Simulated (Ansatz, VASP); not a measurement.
# One calculation of GdN, two programs

```
Gd N
1.0
     0.00000    2.48655    2.48655
     2.48655    0.00000    2.48655
     2.48655    2.48655    0.00000
Gd N
1 1
Direct
  0.50000 0.50000 0.50000
  0.01005 0.98995 0.01005
```

Alike in both runs: task single point; functional r2SCAN; k mesh 12 × 12 × 12; occupations gaussian, width 0.05 eV; collinear spin.

```csv
,VASP,Ansatz
version,VASP 6.6.1,Ansatz 0.2.0
potentials or method,"VASP PAW PBE potentials, release 64 (Gd, N), cutoff 520 eV","scalar-relativistic, plane waves, PAW"
valence electrons in the cell,23,23
```

|  | VASP | Ansatz | Ansatz less VASP |
| --- | --- | --- | --- |
| gap on the k mesh at the Fermi level (eV) | none | none | - |
| pressure (GPa) | 0.1 | 0.1 | +0.02 |
| traceless stress, the component that is largest in VASP (GPa) | 0.31 | 0.31 | -0.004 |
| rms of the force components (eV/Å) | 0.027 | 0.027 | 0.0000 |
| net moment per atom (μB) | 3.50 | 3.50 | 0.000 |
| size of the moment on the site where the two differ most (μB) | 6.79 | 6.91 | +0.124 |

VASP's potentials were made for PBE, not for r2SCAN. Site moments also hang on the region over which each program counts them. Atom by atom the forces differ by 0.000 eV/Å (rms over components). A gap of «none» marks a metal or a gap that the smearing closes. Ansatz's warnings: stability check not made.

Spin-orbit coupling is off throughout.
